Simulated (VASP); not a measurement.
A run of VASP 6.6.1:

INCAR

```
SYSTEM = AlGa2P3
ALGO     = Normal         ! electronic algorithm
EDIFF    = 1E-6           ! SCF threshold, eV
ENCUT    = 500            ! plane-wave cutoff, eV
GGA      = PE             ! functional
GGA_COMPAT= .FALSE.      
ISIF     = 2              ! what is computed and relaxed
ISMEAR   = 0              ! smearing method
LASPH    = .TRUE.         ! aspherical terms in the spheres
LCHARG   = .FALSE.        ! write CHGCAR
LREAL    = .FALSE.        ! projectors in reciprocal space
LWAVE    = .FALSE.        ! write WAVECAR
NBANDS   = 31             ! bands
NELM     = 120            ! most SCF steps
PREC     = Accurate       ! precision mode
SIGMA    = 0.01           ! smearing width, eV
```

The input KPOINTS:

```
k-points
0
G
  6 6 2
  0 0 0
```

The input POSCAR:

```
AlGa2P3
1.0
    3.8945290572      0.0000000000      0.0000000000
   -1.9472645286      3.3727610993      0.0000000000
    0.0000000000      0.0000000000      9.5368294512
Al Ga P
1 2 3
Direct
    0.0000000000      0.0000000000     -0.0002745538
    0.6666666667      0.3333333333      0.6665956237
    0.3333333333      0.6666666667      0.3334599690
    0.6666666667      0.3333333333      0.9173358442
    0.3333333333      0.6666666667      0.5832757749
    0.0000000000      0.0000000000      0.2496073419
```

Potentials or basis: VASP PAW PBE potentials, release 64 (Al, Ga_d, P).

Launch:

```console
$ cat potpaw_PBE.64/Al/POTCAR potpaw_PBE.64/Ga_d/POTCAR potpaw_PBE.64/P/POTCAR > POTCAR
$ mpirun -np 1 vasp_std > vasp.out
```

Hardware: 1 thread of Intel(R) Xeon(R) 6975P-C (Granite Rapids), with other jobs on the host.

Q: How long does it take, and how much memory?

A: It took 53 s on 1 thread of Intel(R) Xeon(R) 6975P-C (Granite Rapids), on a shared host, peak memory 0.23 GiB. Counts: scf iterations 14, k points 14.
